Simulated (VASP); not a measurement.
# Ti7C8 (a cell with a defect) in VASP: a series of runs

The runs below take Ti7C8 (a cell with a defect) through single point, relaxation of the atoms, with PBE.

Everything below comes from runs of VASP 6.6.1. Logs are shortened: lines on timing, memory, paths and dates and some standing lists are left out, and cuts for length are marked.

## Step 1: The cell of the first run

The cell holds a defect, 15 atoms: a = 6.107 Å, b = 6.107 Å, c = 6.107 Å, α = 60.00°, β = 60.00°, γ = 60.00°.

## Step 2: Single point, PBE

The input, INCAR:

```
  PREC = Accurate
  ENCUT = 520
  EDIFF = 1E-6
  ISMEAR = -1
  SIGMA = 0.15
  LREAL = False
  LASPH = True
  NELM = 120
  ALGO = Normal
  ISIF = 2
  LWAVE = False
  LCHARG = True
  GGA = PE
  LELF = True
  LVHAR = True
  NBANDS = 71
  GGA_COMPAT = False
```

The input, KPOINTS:

```
Automatic mesh
0
Gamma
  3 3 3
```

The input, POSCAR:

```
Ti7C8
1.0
    0.0000000000      4.3186000000      4.3186000000
    4.3186000000      0.0000000000      4.3186000000
    4.3186000000      4.3186000000      0.0000000000
C Ti
8 7
Direct
    0.2500000000      0.2500000000      0.2500000000
    0.2555247108      0.2555247108      0.7444752892
    0.2555247108      0.7444752892      0.2555247108
    0.2555247108      0.7444752892      0.7444752892
    0.7444752892      0.2555247108      0.2555247108
    0.7444752892      0.2555247108      0.7444752892
    0.7444752892      0.7444752892      0.2555247108
    0.7500000000      0.7500000000      0.7500000000
    0.0000000000      0.0000000000      0.5000000000
    0.0000000000      0.5000000000      0.0000000000
    0.0000000000      0.5000000000      0.5000000000
    0.5000000000      0.0000000000      0.0000000000
    0.5000000000      0.0000000000      0.5000000000
    0.5000000000      0.5000000000      0.0000000000
    0.5000000000      0.5000000000      0.5000000000
```

Potentials or basis: VASP PAW PBE potentials, release 64 (C, Ti_sv).

The run is started by

```bash
> cat potpaw_PBE.64/C/POTCAR potpaw_PBE.64/Ti_sv/POTCAR > POTCAR
> mpirun -np 1 vasp_std > vasp.out
```

OUTCAR:

```text
PREC = Accurate
   ENCUT = 520
   EDIFF = 1E-6
   ISMEAR = -1
   LREAL = False
   LASPH = True
   NELM = 120
   ISIF = 2
   GGA = PE

 ion  position               nearest neighbor table
   1  0.250  0.250  0.250-   9 2.16  10 2.16  11 2.16  12 2.16  13 2.16  14 2.16
   2  0.256  0.256  0.744-  15 2.11  11 2.16  12 2.16  13 2.16  10 2.16
   3  0.256  0.744  0.256-  15 2.11  11 2.16  12 2.16  14 2.16   9 2.16
   4  0.256  0.744  0.744-  15 2.11  10 2.16  13 2.16  14 2.16   9 2.16
   5  0.744  0.256  0.256-  15 2.11  10 2.16  13 2.16  14 2.16   9 2.16
   6  0.744  0.256  0.744-  15 2.11  11 2.16  12 2.16  14 2.16   9 2.16
   7  0.744  0.744  0.256-  15 2.11  11 2.16  12 2.16  13 2.16  10 2.16
   8  0.750  0.750  0.750-   9 2.16  10 2.16  11 2.16  12 2.16  13 2.16  14 2.16
   9  0.000  0.000  0.500-   1 2.16   8 2.16   4 2.16   5 2.16   6 2.16   3 2.16
  10  0.000  0.500  0.000-   1 2.16   8 2.16   4 2.16   5 2.16   7 2.16   2 2.16
  11  0.000  0.500  0.500-   1 2.16   8 2.16   3 2.16   6 2.16   7 2.16   2 2.16
  12  0.500  0.000  0.000-   1 2.16   8 2.16   3 2.16   6 2.16   7 2.16   2 2.16
  13  0.500  0.000  0.500-   1 2.16   8 2.16   4 2.16   5 2.16   7 2.16   2 2.16
  14  0.500  0.500  0.000-   1 2.16   8 2.16   4 2.16   5 2.16   6 2.16   3 2.16
  15  0.500  0.500  0.500-   2 2.11   3 2.11   4 2.11   5 2.11   6 2.11   7 2.11

  LATTYP: Found a face centered cubic cell.
 ALAT       =     8.6372000000

  Lattice vectors:

 A1 = (   0.0000000000,   4.3186000000,   4.3186000000)
 A2 = (   4.3186000000,   0.0000000000,   4.3186000000)
 A3 = (   4.3186000000,   4.3186000000,   0.0000000000)

Analysis of symmetry for initial positions (statically):
=====================================================================
 Subroutine PRICEL returns:
 Original cell was already a primitive cell.

 Routine SETGRP: Setting up the symmetry group for a
 face centered cubic supercell.

 Subroutine GETGRP returns: Found 48 space group operations
 (whereof 48 operations were pure point group operations)
 out of a pool of 48 trial point group operations.

The static configuration has the point symmetry O_h .

Analysis of symmetry for dynamics (positions and initial velocities):
=====================================================================
 Subroutine PRICEL returns:
 Original cell was already a primitive cell.

 Routine SETGRP: Setting up the symmetry group for a
 face centered cubic supercell.

[... 125 lines left out ...]
   EFERMI_NEDOS =   21; number of points for ismear=-14 and -15
   IALGO  =     38    algorithm
   IMIX   =      4    mixing-type and parameters
     AMIX     =   0.40;   BMIX     =  1.00
     AMIX_MAG =   1.60;   BMIX_MAG =  1.00
  volume/ion in A,a.u.               =      10.74        72.47
  Fermi-wavevector in a.u.,A,eV,Ry     =   1.467375  2.772937 29.295929  2.153190
  Thomas-Fermi vector in A             =   2.583000
   LORBIT       =      0    0 simple, 1 ext, 2 COOP (PROOUT), +10 PAW based schemes
   GGA     = PE    functional components
   LHFCALC =     F    Hartree Fock is set to
   AEXX    =    0.0000 exact exchange contribution
   IVDW    =     0    specifies the selected vdW correction
   LEPSILON=     F    determine dielectric tensor
   LRPA    =     F    only Hartree local field effects (RPA)
 non-spin polarized calculation
  energy-cutoff  :      520.00
  volume of cell :      161.09
 maximum number of plane-waves:      4336
 NGX is ok and might be reduce to    48
   NGX = 23   NGY = 23   NGZ = 23

 number of electron     116.0000011 magnetization

 Free energy of the ion-electron system (eV)
  ---------------------------------------------------
  ext. energy  EPLUGINS =         0.00000000
  ---------------------------------------------------
  free energy    TOTEN  =      -133.28780483 eV

  energy without entropy =     -132.99840687  energy(sigma->0) =     -133.14310585

 E-fermi :   7.8251     XC(G=0): -12.1826

 val. band max:        7.7291030287   @ k =   0.3333   0.3333   0.0000
 cond. band min:       8.0508629818   @ k =   0.3333   0.3333   0.0000
 fundamental gap:      0.3217599531
 Fermi energy:         7.8251103710

 k-point     1 :       0.0000    0.0000    0.0000
  band No.  band energies     occupation
      1     -48.3633      2.00000
      2     -48.3094      2.00000
      3     -48.3094      2.00000
      4     -48.3094      2.00000
      5     -48.2845      2.00000
      6     -48.2845      2.00000
[... 281 lines left out ...]
     69      10.8993      0.00000
     70      11.0546      0.00000
 [bands above 70 left out]

------------------------ aborting loop because EDIFF is reached ----------------------------------------

  FORCE on cell =-STRESS in cart. coord.  units (eV):
  Direction    XX          YY          ZZ          XY          YZ          ZX
  --------------------------------------------------------------------------------------
  -------------------------------------------------------------------------------------
  Total        0.6692957      0.6692957      0.6692957      0.0000000      0.0000000      0.0000000
  in kB        6.6568637      6.6568637      6.6568637      0.0000000      0.0000000      0.0000000
  external PRESSURE =       6.6568637 kB  Pullay stress =       0.0000000 kB

 VOLUME and BASIS-vectors are now :
 -----------------------------------------------------------------------------
  energy-cutoff  :      520.00
  volume of cell :      161.09
      direct lattice vectors                 reciprocal lattice vectors
     0.000000000  4.318600000  4.318600000    -0.115778261  0.115778261  0.115778261
     4.318600000  0.000000000  4.318600000     0.115778261 -0.115778261  0.115778261
     4.318600000  4.318600000  0.000000000     0.115778261  0.115778261 -0.115778261

 POSITION                                       TOTAL-FORCE (eV/Angst)
 -----------------------------------------------------------------------------------
      2.15930      2.15930      2.15930         0.000000     -0.000000      0.000000
      4.31860      4.31860      2.20702         0.000000     -0.000000     -0.010178
      4.31860      2.20702      4.31860         0.000000     -0.010178      0.000000
      6.43018      4.31860      4.31860         0.010178     -0.000000      0.000000
      2.20702      4.31860      4.31860        -0.010178     -0.000000      0.000000
      4.31860      6.43018      4.31860         0.000000      0.010178      0.000000
      4.31860      4.31860      6.43018         0.000000     -0.000000      0.010178
      6.47790      6.47790      6.47790         0.000000     -0.000000      0.000000
      2.15930      2.15930      0.00000         0.000000     -0.000000      0.000000
      2.15930      0.00000      2.15930         0.000000     -0.000000      0.000000
      4.31860      2.15930      2.15930         0.000000     -0.000000      0.000000
      0.00000      2.15930      2.15930         0.000000     -0.000000      0.000000
      2.15930      4.31860      2.15930         0.000000     -0.000000      0.000000
      2.15930      2.15930      4.31860         0.000000     -0.000000      0.000000
      4.31860      4.31860      4.31860         0.000000     -0.000000      0.000000
 -----------------------------------------------------------------------------------
    total drift:                                0.000000      0.000000      0.000000

  FREE ENERGIE OF THE ION-ELECTRON SYSTEM (eV)
  ---------------------------------------------------
  free  energy   TOTEN  =      -133.2878048325 eV

  energy  without entropy=     -132.9984068700  energy(sigma->0) =     -133.14310585
```

OSZICAR:

```text
N       E                     dE             d eps       ncg     rms          rms(c)
DAV:   1     0.169005169408E+04    0.16901E+04   -0.55172E+04   592   0.198E+03
DAV:   2     0.147329230975E+03   -0.15427E+04   -0.15012E+04   568   0.622E+02
DAV:   3    -0.135695431297E+03   -0.28302E+03   -0.27425E+03   792   0.220E+02
DAV:   4    -0.166304128557E+03   -0.30609E+02   -0.30336E+02   816   0.704E+01
DAV:   5    -0.168339348470E+03   -0.20352E+01   -0.20332E+01   872   0.160E+01    0.476E+01
DAV:   6    -0.136058891664E+03    0.32280E+02   -0.31612E+02   780   0.811E+01    0.164E+01
DAV:   7    -0.133250929500E+03    0.28080E+01   -0.46656E+01   776   0.299E+01    0.107E+01
DAV:   8    -0.133237654556E+03    0.13275E-01   -0.23791E+00   768   0.816E+00    0.388E+00
DAV:   9    -0.133290639749E+03   -0.52985E-01   -0.50536E-01   808   0.394E+00    0.143E+00
DAV:  10    -0.133285428187E+03    0.52116E-02   -0.21102E-01   800   0.358E+00    0.874E-01
DAV:  11    -0.133286640794E+03   -0.12126E-02   -0.41228E-02   808   0.136E+00    0.468E-01
DAV:  12    -0.133288173134E+03   -0.15323E-02   -0.18754E-02   752   0.669E-01    0.165E-01
DAV:  13    -0.133287813071E+03    0.36006E-03   -0.39372E-03   784   0.263E-01    0.358E-02
DAV:  14    -0.133287833998E+03   -0.20927E-04   -0.64092E-04   760   0.130E-01    0.403E-02
DAV:  15    -0.133287804536E+03    0.29462E-04   -0.12706E-04   824   0.496E-02    0.134E-02
DAV:  16    -0.133287804622E+03   -0.86311E-07   -0.26382E-05   776   0.227E-02    0.566E-03
DAV:  17    -0.133287804832E+03   -0.21047E-06   -0.14724E-06   440   0.651E-03
   1 F= -.13328780E+03 E0= -.13314311E+03  d E =-.289398E+00
```

stdout:

```text
POSCAR found type information on POSCAR C Ti
 POSCAR found :  2 types and      15 ions
 scaLAPACK will be used
 LDA part: xc-table for (Slater+PW92), standard interpolation
 POSCAR, INCAR and KPOINTS ok, starting setup
 FFT: planning ... GRIDC
 FFT: planning ... GRID_SOFT
 FFT: planning ... GRID
 WAVECAR not read
 entering main loop
```

Run time: 85 s. Hardware: 1 thread of AMD EPYC 7R13 (Zen 3), shared host; peak memory 0.28 GiB.

What came out:

| Quantity | Value |
| --- | --- |
| Free energy | -133.2878 eV |
| Pressure | 0.7 GPa |
| Largest force | 0.010 eV/Å |
| Band gap on the k mesh | zero (bands 58 and 59 overlap by 0.80 eV) |

Forces on the atoms (eV/Å):
```
C    0.000  0.000  0.000
C    0.000  0.000 -0.010
C    0.000 -0.010  0.000
C    0.010  0.000  0.000
C   -0.010  0.000  0.000
C    0.000  0.010  0.000
C    0.000  0.000  0.010
C    0.000  0.000  0.000
Ti   0.000  0.000  0.000
Ti   0.000  0.000  0.000
Ti   0.000  0.000  0.000
Ti   0.000  0.000  0.000
Ti   0.000  0.000  0.000
Ti   0.000  0.000  0.000
Ti   0.000  0.000  0.000
```

Caveat: the k points lie up to 0.42 Å⁻¹ apart, too coarse for converged energies and pressures of a metal.

## Step 3: Relaxation of the atoms, PBE

The input, INCAR:

```
SYSTEM = Ti7C8
PREC     = Accurate       ! precision mode
ENCUT    = 520            ! plane-wave cutoff, eV
EDIFF    = 1E-7           ! SCF threshold, eV
ISMEAR   = -1             ! smearing method
SIGMA    = 0.15           ! smearing width, eV
LREAL    = .False.        ! projectors in reciprocal space
LASPH    = .True.         ! aspherical terms in the spheres
NELM     = 120            ! most SCF steps
ALGO     = Normal         ! electronic algorithm
ISIF     = 2              ! what is computed and relaxed
LWAVE    = .False.        ! write WAVECAR
LCHARG   = .False.        ! write CHGCAR
GGA      = PE             ! functional
IBRION   = 2              ! ionic algorithm
NSW      = 60             ! ionic steps
EDIFFG   = -0.02          ! ionic threshold
GGA_COMPAT= .False.      
NELMIN   = 4
```

The input, KPOINTS:

```
Automatic mesh
0
Gamma
  3 3 3
  0 0 0
```

POSCAR: that of step 2 with these lines changed.

```diff
@@ -9,8 +9,8 @@
     0.2500000000      0.2500000000      0.2500000000
-    0.2555247108      0.2555247108      0.7444752892
-    0.2555247108      0.7444752892      0.2555247108
-    0.2555247108      0.7444752892      0.7444752892
-    0.7444752892      0.2555247108      0.2555247108
-    0.7444752892      0.2555247108      0.7444752892
-    0.7444752892      0.7444752892      0.2555247108
+    0.2500000000      0.2500000000      0.7500000000
+    0.2500000000      0.7500000000      0.2500000000
+    0.2500000000      0.7500000000      0.7500000000
+    0.7500000000      0.2500000000      0.2500000000
+    0.7500000000      0.2500000000      0.7500000000
+    0.7500000000      0.7500000000      0.2500000000
     0.7500000000      0.7500000000      0.7500000000
```

Potentials or basis: VASP PAW PBE potentials, release 64 (C, Ti_sv).

The run is started by

```bash
> cat potpaw_PBE.64/C/POTCAR potpaw_PBE.64/Ti_sv/POTCAR > POTCAR
> mpirun -np 1 vasp_std > vasp.out
```

OUTCAR:

```text
SYSTEM = Ti7C8
   PREC = Accurate
   ENCUT = 520
   EDIFF = 1E-7
   ISMEAR = -1
   LREAL = .False.
   LASPH = .True.
   NELM = 120
   ISIF = 2
   GGA = PE
   IBRION = 2
   NSW = 60
   EDIFFG = -0.02
   NELMIN = 4

 ion  position               nearest neighbor table
   1  0.250  0.250  0.250-   9 2.16  10 2.16  11 2.16  12 2.16  13 2.16  14 2.16
   2  0.250  0.250  0.750-  10 2.16  11 2.16  12 2.16  13 2.16  15 2.16
   3  0.250  0.750  0.250-   9 2.16  11 2.16  12 2.16  14 2.16  15 2.16
   4  0.250  0.750  0.750-   9 2.16  10 2.16  13 2.16  14 2.16  15 2.16
   5  0.750  0.250  0.250-   9 2.16  10 2.16  13 2.16  14 2.16  15 2.16
   6  0.750  0.250  0.750-   9 2.16  11 2.16  12 2.16  14 2.16  15 2.16
   7  0.750  0.750  0.250-  10 2.16  11 2.16  12 2.16  13 2.16  15 2.16
   8  0.750  0.750  0.750-   9 2.16  10 2.16  11 2.16  12 2.16  13 2.16  14 2.16
   9  0.000  0.000  0.500-   1 2.16   3 2.16   4 2.16   5 2.16   6 2.16   8 2.16
[... 204 lines left out ...]
  Total       -0.7196456     -0.7196456     -0.7196456     -0.0000000      0.0000000     -0.0000000
  in kB       -7.1576480     -7.1576480     -7.1576480     -0.0000000      0.0000000     -0.0000000
  external PRESSURE =      -7.1576480 kB  Pullay stress =       0.0000000 kB
[... 85 lines left out ...]
--------------------------------------- Ionic step        3  -------------------------------------------

 number of electron     116.0000011 magnetization

 Free energy of the ion-electron system (eV)
  ---------------------------------------------------
  ext. energy  EPLUGINS =         0.00000000
  ---------------------------------------------------
  free energy    TOTEN  =      -133.28782628 eV

  energy without entropy =     -132.99842816  energy(sigma->0) =     -133.14312722

 E-fermi :   7.8252     XC(G=0): -12.1828

 val. band max:        7.7290957056   @ k =   0.3333   0.3333   0.0000
 cond. band min:       8.0510929662   @ k =   0.3333   0.3333   0.0000
 fundamental gap:      0.3219972606
 Fermi energy:         7.8252477151

 k-point     1 :       0.0000    0.0000    0.0000
  band No.  band energies     occupation
      1     -48.3629      2.00000
      2     -48.3091      2.00000
      3     -48.3091      2.00000
      4     -48.3091      2.00000
      5     -48.2842      2.00000
      6     -48.2842      2.00000
[... 319 lines left out ...]
  FREE ENERGIE OF THE ION-ELECTRON SYSTEM (eV)
  ---------------------------------------------------
  free  energy   TOTEN  =      -133.2878262798 eV

  energy  without entropy=     -132.9984281647  energy(sigma->0) =     -133.14312722

 reached required accuracy - stopping structural energy minimisation
```

OSZICAR:

```text
N       E                     dE             d eps       ncg     rms          rms(c)
DAV:   1     0.170297657441E+04    0.17030E+04   -0.56053E+04   568   0.204E+03
DAV:   2     0.145053545223E+03   -0.15579E+04   -0.15187E+04   552   0.641E+02
DAV:   3    -0.134907829056E+03   -0.27996E+03   -0.27204E+03   784   0.223E+02
[... 33 lines left out ...]
DAV:   5    -0.133287821322E+03    0.83238E-04   -0.56284E-04   678   0.112E-01    0.336E-02
DAV:   6    -0.133287827152E+03   -0.58305E-05   -0.54278E-05   744   0.374E-02    0.152E-02
DAV:   7    -0.133287826485E+03    0.66693E-06   -0.77278E-06   760   0.127E-02    0.405E-03
DAV:   8    -0.133287826292E+03    0.19356E-06   -0.14168E-06   680   0.495E-03    0.185E-03
DAV:   9    -0.133287826280E+03    0.11971E-07   -0.15724E-07   393   0.181E-03
   3 F= -.13328783E+03 E0= -.13314313E+03  d E =-.928449E-01
```

CONTCAR:

```text
Ti7C8
   1.00000000000000
     0.0000000000000000    4.3186000000000000    4.3186000000000000
     4.3186000000000000    0.0000000000000000    4.3186000000000000
     4.3186000000000000    4.3186000000000000    0.0000000000000000
  C               Ti
     8     7
Direct
     0.2500000000000000    0.2500000000000000    0.2500000000000000
[... 19 lines left out ...]
  0.00000000E+00  0.00000000E+00  0.00000000E+00
  0.00000000E+00  0.00000000E+00  0.00000000E+00
  0.00000000E+00  0.00000000E+00  0.00000000E+00
  0.00000000E+00  0.00000000E+00  0.00000000E+00
  0.00000000E+00  0.00000000E+00  0.00000000E+00
  0.00000000E+00  0.00000000E+00  0.00000000E+00
  0.00000000E+00  0.00000000E+00  0.00000000E+00
  0.00000000E+00  0.00000000E+00  0.00000000E+00
  0.00000000E+00  0.00000000E+00  0.00000000E+00
  0.00000000E+00  0.00000000E+00  0.00000000E+00
  0.00000000E+00  0.00000000E+00  0.00000000E+00
```

It took 2.7 min on 1 thread of AMD EPYC 7R13 (Zen 3), shared host; peak memory 0.3 GiB.

What came out:

| Quantity | Value |
| --- | --- |
| Free energy | -133.2878 eV |
| Energy gained by relaxing | 6.2 meV/atom |
| Ionic steps | 3 |
| Pressure after relaxing | 0.6 GPa |
| Band gap on the k mesh | zero (bands 58 and 59 overlap by 0.80 eV) |

Step by step:
```csv
step,energy change (eV),largest force (eV/Å),pressure (GPa)
1,0.0000,0.6424,-0.72
2,-0.0817,0.2297,0.16
3,-0.0928,0.0004,0.64
```

Final structure:
```xyz
15
Lattice="0.0000 4.3186 4.3186 4.3186 0.0000 4.3186 4.3186 4.3186 0.0000" Properties=species:S:1:pos:R:3 pbc="T T T"
C     2.1593    2.1593    2.1593
C     4.3186    4.3186    2.2063
C     4.3186    2.2063    4.3186
C     6.4309    4.3186    4.3186
C     2.2063    4.3186    4.3186
C     4.3186    6.4309    4.3186
C     4.3186    4.3186    6.4309
C     6.4779    6.4779    6.4779
Ti    2.1593    2.1593    0.0000
Ti    2.1593    0.0000    2.1593
Ti    4.3186    2.1593    2.1593
Ti    0.0000    2.1593    2.1593
Ti    2.1593    4.3186    2.1593
Ti    2.1593    2.1593    4.3186
Ti    4.3186    4.3186    4.3186
```

Caveat: the k points lie up to 0.42 Å⁻¹ apart, too coarse for converged energies and pressures of a metal.
